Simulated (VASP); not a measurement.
# Cu (I4/mmm) in VASP: single point with LDA

Aim: the single point of Cu with LDA.

Everything below comes from runs of VASP 6.6.1. Logs are shortened: lines on timing, memory, paths and dates and some standing lists are left out, and cuts for length are marked.

## 1. The cell of the first run

The structure is tetragonal, space group I4/mmm (No. 139). Conventional cell: a = 2.715 Å, b = 2.715 Å, c = 3.108 Å, α = 90.00°, β = 90.00°, γ = 90.00°. Within 3.3 Å of Cu (site symmetry 4/mmm) lie 14 Cu at 2.47 to 3.11 Å.

## 2. Single point, LDA

INCAR reads:

```
SYSTEM = Cu
  PREC = Accurate
  ENCUT = 820
  EDIFF = 1E-6
  ISMEAR = 0
  SIGMA = 0.15
  LREAL = .False.
  LASPH = .True.
  NELM = 120
  ALGO = Normal
  ISIF = 2
  LWAVE = .False.
  LCHARG = .True.
  GGA = CA
  LELF = .True.
  LVHAR = .True.
  NBANDS = 16
  GGA_COMPAT = .False.
```

KPOINTS reads:

```
regular mesh
0
Gamma
  26 26 26
  0 0 0
```

POSCAR reads:

```
Cu
1.0
   -1.3577204963      1.3577204963      1.5539306677
    1.3577204963     -1.3577204963      1.5539306677
    1.3577204963      1.3577204963     -1.5539306677
Cu
1
Direct
    0.0000000000      0.0000000000      0.0000000000
```

Potentials or basis: VASP PAW LDA potentials, release 64 (Cu_sv_GW).

Started as:

```sh
$ cat potpaw_LDA.64/Cu_sv_GW/POTCAR > POTCAR
$ mpirun -np 1 vasp_std > vasp.out
```

OUTCAR:

```text
SYSTEM = Cu
   PREC = Accurate
   ENCUT = 820
   EDIFF = 1E-6
   ISMEAR = 0
   LREAL = .False.
   LASPH = .True.
   NELM = 120
   ISIF = 2
   GGA = CA

 ion  position               nearest neighbor table
   1  0.000  0.000  0.000-

  LATTYP: Found a body centered tetragonal cell.
 ALAT       =     2.7154409926
 C/A-ratio  =     1.1445144063

  Lattice vectors:

 A1 = (  -1.3577204963,   1.3577204963,   1.5539306677)
 A2 = (   1.3577204963,  -1.3577204963,   1.5539306677)
 A3 = (   1.3577204963,   1.3577204963,  -1.5539306677)

Analysis of symmetry for initial positions (statically):
=====================================================================
 Subroutine PRICEL returns:
 Original cell was already a primitive cell.

 Routine SETGRP: Setting up the symmetry group for a
 body centered tetragonal supercell.

 Subroutine GETGRP returns: Found 16 space group operations
 (whereof 16 operations were pure point group operations)
 out of a pool of 16 trial point group operations.

The static configuration has the point symmetry D_4h.

Analysis of symmetry for dynamics (positions and initial velocities):
=====================================================================
 Subroutine PRICEL returns:
 Original cell was already a primitive cell.

 Routine SETGRP: Setting up the symmetry group for a
 body centered tetragonal supercell.

 Subroutine GETGRP returns: Found 16 space group operations
 (whereof 16 operations were pure point group operations)
 out of a pool of 16 trial point group operations.

The dynamic configuration has the point symmetry D_4h.

 Subroutine INISYM returns: Found 16 space group operations
 (whereof 16 operations are pure point group operations),
 and found     1 'primitive' translations

----------------------------------------------------------------------------------------

                                     Primitive cell

  volume of cell :      11.4581

  direct lattice vectors                    reciprocal lattice vectors
    -1.357720496  1.357720496  1.553930668     0.000000000  0.368264309  0.321764677
     1.357720496 -1.357720496  1.553930668     0.368264309  0.000000000  0.321764677
     1.357720496  1.357720496 -1.553930668     0.368264309  0.368264309  0.000000000

  length of vectors
     2.470123562  2.470123562  2.470123562     0.489030785  0.489030785  0.520804380

  position of ions in fractional coordinates (direct lattice)
     0.000000000  0.000000000  0.000000000

  ion indices of the primitive-cell ions
   primitive index   ion index
                 1           1

----------------------------------------------------------------------------------------

 KPOINTS: regular mesh

Automatic generation of k-mesh.
 Grid dimensions read from file:
 generate k-points for:   26   26   26

 Generating k-lattice:

  Cartesian coordinates                     Fractional coordinates (reciprocal lattice)
     0.000000000  0.014164012  0.012375565     0.038461538  0.000000000  0.000000000
     0.014164012  0.000000000  0.012375565     0.000000000  0.038461538  0.000000000
     0.014164012  0.014164012  0.000000000     0.000000000  0.000000000  0.038461538

  Length of vectors
     0.018808876  0.018808876  0.020030938

  Shift w.r.t. Gamma in fractional coordinates (k-lattice)
     0.000000000  0.000000000  0.000000000

 Subroutine IBZKPT returns following result:
 ===========================================

 Found   1330 irreducible k-points:

 Following reciprocal coordinates:
            Coordinates               Weight
  0.000000  0.000000  0.000000      1.000000
  0.038462  0.000000 -0.000000      8.000000
  0.076923  0.000000 -0.000000      8.000000
  0.115385  0.000000 -0.000000      8.000000
  0.153846  0.000000 -0.000000      8.000000
  0.192308  0.000000 -0.000000      8.000000
[... 16 lines left out ...]
  0.346154  0.038462 -0.000000     16.000000
  0.384615  0.038462 -0.000000     16.000000
 [... further k-points ...]
   k-points           NKPTS =   1330   k-points in BZ     NKDIM =   1330   number of bands    NBANDS=     16
   number of dos      NEDOS =    301   number of ions     NIONS =      1
   total plane-waves  NPLWV =  13824
   dimension x,y,z NGX =    24 NGY =   24 NGZ =   24
   dimension x,y,z NGXF=    48 NGYF=   48 NGZF=   48
   ions per type =               1
   NGX,Y,Z   is equivalent  to a cutoff of  16.15, 16.15, 16.15 a.u.
   NGXF,Y,Z  is equivalent  to a cutoff of  32.31, 32.31, 32.31 a.u.
 SYSTEM =  Cu
   PREC   = accura    normal or accurate (medium, high low for compatibility)
   ISTART =      0    job   : 0-new  1-cont  2-samecut
   ICHARG =      2    charge: 1-file 2-atom 10-const
   ISPIN  =      1    spin polarized calculation?
   LNONCOLLINEAR =      F non collinear calculations
   LSORBIT =      F    spin-orbit coupling
   LASPH  =      T    aspherical Exc in radial PAW
   ENCUT  =  820.0 eV  60.27 Ry    7.76 a.u.   5.77  5.77  5.77*2*pi/ulx,y,z
   NELM   =    120;   NELMIN=  2; NELMDL= -5     # of ELM steps
   EDIFF  = 0.1E-05   stopping-criterion for ELM
   LREAL  =      F    real-space projection
[... 7 lines left out ...]
   TEBEG  =    0.0;   TEEND  =   0.0 temperature during run
   PSTRESS=    0.0 pullay stress
   NELECT =      19.0000    total number of electrons
   NUPDOWN=      -1.0000    fix difference up-down
   EMIN   =  10.00;   EMAX   =-10.00  energy-range for DOS
   EFERMI =   0.00;   METHOD = LEGACY
   ISMEAR =     0;   SIGMA  =   0.15  broadening in eV -4-tet -1-fermi 0-gaus
   EFERMI_NEDOS =   21; number of points for ismear=-14 and -15
   IALGO  =     38    algorithm
   IMIX   =      4    mixing-type and parameters
     AMIX     =   0.40;   BMIX     =  1.00
     AMIX_MAG =   1.60;   BMIX_MAG =  1.00
  volume/ion in A,a.u.               =      11.46        77.32
  Fermi-wavevector in a.u.,A,eV,Ry     =   1.937709  3.661739 51.086019  3.754716
  Thomas-Fermi vector in A             =   2.968234
   LORBIT       =      0    0 simple, 1 ext, 2 COOP (PROOUT), +10 PAW based schemes
   GGA     = CA    functional components
   LHFCALC =     F    Hartree Fock is set to
   AEXX    =    0.0000 exact exchange contribution
   IVDW    =     0    specifies the selected vdW correction
   LEPSILON=     F    determine dielectric tensor
   LRPA    =     F    only Hartree local field effects (RPA)
 non-spin polarized calculation
 Gauss-broadening in eV      SIGMA  =   0.15
  energy-cutoff  :      820.00
  volume of cell :       11.46
 maximum number of plane-waves:       624
   NGX = 11   NGY = 11   NGZ = 11

 number of electron      18.9999996 magnetization

 Free energy of the ion-electron system (eV)
  ---------------------------------------------------
  ext. energy  EPLUGINS =         0.00000000
  ---------------------------------------------------
  free energy    TOTEN  =        -4.81936408 eV

  energy without entropy =       -4.81543327  energy(sigma->0) =       -4.81739867

 E-fermi :   7.5838     XC(G=0): -14.0190

 val. band max:        7.5817403472   @ k =   0.5000   0.1538   0.1154
 cond. band min:       7.5868827546   @ k =   0.3077   0.1923  -0.0000
 fundamental gap:      0.0051424074
 Fermi energy:         7.5838260866

 k-point     1 :       0.0000    0.0000    0.0000
  band No.  band energies     occupation
      1    -104.0041      2.00000
      2     -61.8944      2.00000
      3     -61.8944      2.00000
      4     -61.8897      2.00000
      5      -2.0630      2.00000
      6       4.2435      2.00000
[... 8 lines left out ...]
     15      35.9818      0.00000
     16      36.5114      0.00000

 k-point     2 :       0.0385    0.0000   -0.0000
  band No.  band energies     occupation
      1    -104.0038      2.00000
      2     -61.8955      2.00000
      3     -61.8950      2.00000
      4     -61.8904      2.00000
      5      -2.0066      2.00000
      6       4.2437      2.00000
[... 8 lines left out ...]
     15      36.2983      0.00000
     16      36.6196      0.00000

 k-point     3 :       0.0769    0.0000   -0.0000
  band No.  band energies     occupation
      1    -104.0029      2.00000
      2     -61.9002      2.00000
      3     -61.8965      2.00000
      4     -61.8913      2.00000
      5      -1.8383      2.00000
      6       4.2428      2.00000
[... 8 lines left out ...]
     15      36.2475      0.00000
     16      36.2931      0.00000

 k-point     4 :       0.1154    0.0000   -0.0000
  band No.  band energies     occupation
      1    -104.0017      2.00000
      2     -61.9087      2.00000
      3     -61.8991      2.00000
      4     -61.8916      2.00000
      5      -1.5610      2.00000
      6       4.2372      2.00000
[... 8 lines left out ...]
     15      35.3473      0.00000
     16      35.6776      0.00000

 k-point     5 :       0.1538    0.0000   -0.0000
  band No.  band energies     occupation
      1    -104.0000      2.00000
      2     -61.9203      2.00000
      3     -61.9026      2.00000
      4     -61.8917      2.00000
      5      -1.1803      2.00000
      6       4.2236      2.00000
[... 8 lines left out ...]
     15      34.3357      0.00000
     16      35.2961      0.00000

 k-point     6 :       0.1923    0.0000   -0.0000
  band No.  band energies     occupation
      1    -103.9980      2.00000
      2     -61.9339      2.00000
      3     -61.9067      2.00000
      4     -61.8918      2.00000
      5      -0.7057      2.00000
      6       4.2037      2.00000
[... 8 lines left out ...]
     15      33.5093      0.00000
     16      35.2105      0.00000

 k-point     7 :       0.2308    0.0000   -0.0000
  band No.  band energies     occupation
      1    -103.9959      2.00000
      2     -61.9494      2.00000
      3     -61.9113      2.00000
      4     -61.8918      2.00000
      5      -0.1535      2.00000
      6       4.1889      2.00000
[... 8 lines left out ...]
     15      33.4299      0.00000
     16      35.4070      0.00000

 k-point     8 :       0.2692    0.0000   -0.0000
  band No.  band energies     occupation
      1    -103.9937      2.00000
      2     -61.9648      2.00000
      3     -61.9158      2.00000
      4     -61.8920      2.00000
      5       0.4482      2.00000
      6       4.1224      2.00000
[... 8 lines left out ...]
     15      33.3336      0.00000
     16      35.7618      0.00000

 k-point     9 :       0.3077    0.0000   -0.0000
  band No.  band energies     occupation
      1    -103.9915      2.00000
      2     -61.9801      2.00000
      3     -61.9204      2.00000
      4     -61.8920      2.00000
      5       1.0496      2.00000
      6       4.0541      2.00000
[... 8 lines left out ...]
     15      33.2674      0.00000
     16      36.1603      0.00000
[... 172 lines left out ...]
 k-point    19 :       0.1923    0.0385   -0.0000
  band No.  band energies     occupation
      1    -103.9968      2.00000
      2     -61.9414      2.00000
      3     -61.9090      2.00000
      4     -61.8920      2.00000
      5      -0.4325      2.00000
      6       4.1641      2.00000
[... 8 lines left out ...]
     15      34.7537      0.00000
     16      35.8757      0.00000

 k-point    20 :       0.2308    0.0385   -0.0000
  band No.  band energies     occupation
      1    -103.9947      2.00000
      2     -61.9568      2.00000
      3     -61.9137      2.00000
      4     -61.8921      2.00000
      5       0.1444      2.00000
      6       4.1315      2.00000
[... 8 lines left out ...]
     15      34.6181      0.00000
     16      36.1739      0.00000

 k-point    21 :       0.2692    0.0385   -0.0000
  band No.  band energies     occupation
      1    -103.9925      2.00000
      2     -61.9720      2.00000
      3     -61.9184      2.00000
      4     -61.8922      2.00000
      5       0.7523      2.00000
      6       4.0842      2.00000
[... 8 lines left out ...]
     15      34.3629      0.00000
     16      36.7233      0.00000

 k-point    22 :       0.3077    0.0385   -0.0000
  band No.  band energies     occupation
      1    -103.9904      2.00000
      2     -61.9864      2.00000
      3     -61.9228      2.00000
      4     -61.8923      2.00000
      5       1.3294      2.00000
      6       4.0235      2.00000
[... 8 lines left out ...]
     15      34.1538      0.00000
     16      37.2398      0.00000

 k-point    23 :       0.3462    0.0385   -0.0000
  band No.  band energies     occupation
      1    -103.9886      2.00000
      2     -61.9991      2.00000
      3     -61.9266      2.00000
      4     -61.8925      2.00000
      5       1.7927      2.00000
      6       3.9651      2.00000
[... 8 lines left out ...]
     15      34.0092      0.00000
     16      37.5508      0.00000

 k-point    24 :       0.3846    0.0385   -0.0000
  band No.  band energies     occupation
      1    -103.9872      2.00000
      2     -62.0095      2.00000
      3     -61.9298      2.00000
      4     -61.8927      2.00000
      5       2.0900      2.00000
      6       3.9164      2.00000
[... 8 lines left out ...]
     15      33.9127      0.00000
     16      37.5869      0.00000

 [... further k-points ...]

------------------------ aborting loop because EDIFF is reached ----------------------------------------

  FORCE on cell =-STRESS in cart. coord.  units (eV):
  Direction    XX          YY          ZZ          XY          YZ          ZX
  --------------------------------------------------------------------------------------
  -------------------------------------------------------------------------------------
  Total       -0.6812309     -0.6812309     -0.4574647      0.0000000      0.0000000      0.0000000
  in kB      -95.2560420    -95.2560420    -63.9669681      0.0000000      0.0000000      0.0000000
  external PRESSURE =     -84.8263507 kB  Pullay stress =       0.0000000 kB

 VOLUME and BASIS-vectors are now :
 -----------------------------------------------------------------------------
  energy-cutoff  :      820.00
  volume of cell :       11.46
      direct lattice vectors                 reciprocal lattice vectors
    -1.357720496  1.357720496  1.553930668     0.000000000  0.368264309  0.321764677
     1.357720496 -1.357720496  1.553930668     0.368264309  0.000000000  0.321764677
     1.357720496  1.357720496 -1.553930668     0.368264309  0.368264309  0.000000000

 POSITION                                       TOTAL-FORCE (eV/Angst)
 -----------------------------------------------------------------------------------
      0.00000      0.00000      0.00000        -0.000000     -0.000000      0.000000
 -----------------------------------------------------------------------------------
    total drift:                                0.000000      0.000000      0.000000

  FREE ENERGIE OF THE ION-ELECTRON SYSTEM (eV)
  ---------------------------------------------------
  free  energy   TOTEN  =        -4.8193640756 eV

  energy  without entropy=       -4.8154332652  energy(sigma->0) =       -4.81739867
```

Wall time 11 min (1 thread of AMD EPYC 7R43 (Zen 3), shared host); peak memory 0.59 GiB.

Results:

* Free energy: -4.8194 eV
* Pressure: -8.5 GPa
* Band gap on the k mesh: zero (an odd number of electrons rules out a gap without spin polarisation)

Stress tensor (GPa, compression positive):
```
-9.53  0.00  0.00
 0.00 -9.53  0.00
 0.00  0.00 -6.40
```

Caveat: the cell stands under tension.
